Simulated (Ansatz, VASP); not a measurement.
## AgCl in VASP and in Ansatz

File INCAR:

```
SYSTEM = AgCl
ALGO = Normal
EDIFF = 1E-7
ENCUT = 520
GGA = PE
ISIF = 2
ISMEAR = 0
LASPH = .TRUE.
LCHARG = .TRUE.
LELF = .TRUE.
LREAL = .FALSE.
LVHAR = .TRUE.
LWAVE = .FALSE.
NBANDS = 26
NELM = 60
PREC = Accurate
SIGMA = 0.01
```

KPOINTS

```
k-points
0
G
  6 6 4
  0 0 0
```

The input POSCAR:

```
AgCl
1.0
    4.3873210966      0.0000000000      0.0000000000
   -2.1936605483      3.7995315242      0.0000000000
    0.0000000000      0.0000000000      7.0746027631
Ag Cl
2 2
Direct
    0.3333333333      0.6666666667     -0.0023845080
    0.6666666667      0.3333333333      0.4976154920
    0.3333333333      0.6666666667      0.3773845080
    0.6666666667      0.3333333333      0.8773845080
```

Input for Ansatz:

```yaml
crystal:
  lattice:
    - [4.3873210966, 0.0, 0.0]
    - [-2.1936605483, 3.7995315242, 0.0]
    - [0.0, 0.0, 7.0746027631]
  atoms:
    - { symbol: Ag, position: [0.3333333333, 0.6666666667, -0.002384508] }
    - { symbol: Ag, position: [0.6666666667, 0.3333333333, 0.497615492] }
    - { symbol: Cl, position: [0.3333333333, 0.6666666667, 0.377384508] }
    - { symbol: Cl, position: [0.6666666667, 0.3333333333, 0.877384508] }
kpoints:
  mp_grid: { grid: [6, 6, 4] }
hamiltonian:
  xc: pbe
scf:
  occupations: { method: fixed }
  n_extra_bands: 5
output:
  forces: true
  stress: true
  eigenvalues: true
```

Alike in both runs: task single point; functional PBE; k mesh 6 × 6 × 4; no spin polarisation.

```csv
,VASP,Ansatz
version,VASP 6.6.1,Ansatz 0.2.0
potentials or method,"VASP PAW PBE potentials, release 64 (Ag, Cl)","plane waves, PAW"
plane-wave cutoff (eV),520,420
occupations,"gaussian, width 0.01 eV",fixed
valence electrons in the cell,36,52
```

Ansatz gave:

```
gap on the k mesh at the Fermi level (eV) : 1.37
pressure (GPa)                            : -1.5
```

Task: Estimate VASP's values.

Result: gap on the k mesh at the Fermi level (eV): 1.37; pressure (GPa): -1.6.

VASP's potentials hold 36 valence electrons a cell and Ansatz's 52, so a difference there can come from the potentials and not from the codes.
